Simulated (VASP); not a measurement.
A run of VASP 6.6.1 is set up as follows.

The input INCAR:

```
SYSTEM = CuO
AGGAC    = 1.0          
AGGAX    = 1.0          
ALDAC    = 0.0          
ALDAX    = 1.0          
ALGO     = Normal         ! electronic algorithm
EDIFF    = 1E-7           ! SCF threshold, eV
ENCUT    = 520            ! plane-wave cutoff, eV
GGA      = B5             ! functional
ISIF     = 2              ! what is computed and relaxed
ISMEAR   = -1             ! smearing method
LASPH    = .True.         ! aspherical terms in the spheres
LCHARG   = .False.        ! write CHGCAR
LREAL    = .False.        ! projectors in reciprocal space
LWAVE    = .False.        ! write WAVECAR
NBANDS   = 16             ! bands
NELM     = 60             ! most SCF steps
PREC     = Accurate       ! precision mode
SIGMA    = 0.05           ! smearing width, eV
```

File KPOINTS:

```
k-points
0
Gamma
  11 11 11
  0 0 0
```

Contents of POSCAR:

```
CuO
1.0
    0.0000000000      2.1305773621      2.1305773621
    2.1305773621      0.0000000000      2.1305773621
    2.1305773621      2.1305773621      0.0000000000
Cu O
1 1
Direct
    0.0294977200      0.0281008700      0.9080259900
    0.4705022800      0.4718991300      0.5919740100
```

Potentials or basis: VASP PAW PBE potentials, release 64 (Cu, O).

Run with:

```sh
$ cat potpaw_PBE.64/Cu/POTCAR potpaw_PBE.64/O/POTCAR > POTCAR
$ mpirun -np 1 vasp_std > vasp.out
```

Question: Estimate the pressure.

Answer: 22.3 GPa.

Question: What does it give for the band gap on the k mesh?

Answer: Zero (an odd number of electrons rules out a gap without spin polarisation).

Forces in eV/Å, atoms in the order of the input:
```
Cu   0.643  0.586 -0.415
O   -0.643 -0.586  0.415
```

Caveat: the cell stands under pressure; the PAW data sets were made with another functional, which shifts forces and pressure a little; an odd number of electrons without spin polarisation forces a metal; a magnetic or distorted state may lie lower; semilocal functionals often make such compounds metallic where correlation or magnetic order opens a gap, which also shifts bond lengths. With open d or f shells a metallic result of BLYP can be an artefact of self-interaction; +U or a hybrid may open a gap.
